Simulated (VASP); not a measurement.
Input of a VASP 6.6.1 run:

Contents of INCAR:

```
PREC     = Accurate       # precision mode
ENCUT    = 520            # plane-wave cutoff, eV
EDIFF    = 1E-6           # SCF threshold, eV
ISMEAR   = -1             # smearing method
SIGMA    = 0.05           # smearing width, eV
LREAL    = False          # projectors in reciprocal space
LASPH    = True           # aspherical terms in the spheres
NELM     = 60             # most SCF steps
ALGO     = Normal         # electronic algorithm
ISIF     = 2              # what is computed and relaxed
LWAVE    = False          # write WAVECAR
LCHARG   = True           # write CHGCAR
GGA      = PE             # functional
LELF     = True           # ELF
LVHAR    = True         
NBANDS   = 9              # bands
```

KPOINTS

```
Automatic mesh
0
Gamma
  15 15 15
```

File POSCAR:

```
Se
1.0
    0.0000000000      2.1082289552      2.1082289552
    2.1082289552      0.0000000000      2.1082289552
    2.1082289552      2.1082289552      0.0000000000
Se
1
Direct
    0.0000000000      0.0000000000      0.0000000000
```

Potentials or basis: VASP PAW PBE potentials, release 64 (Se).

Command:

```console
$ cat potpaw_PBE.64/Se/POTCAR > POTCAR
$ mpirun -np 1 vasp_std > vasp.out
```

Question: Estimate the pressure.

Answer: 7.0 GPa.

Question: Predict the band gap on the k mesh.

Answer: Zero (bands 3 and 4 overlap by 5.77 eV).

Caveat: the cell stands under pressure.
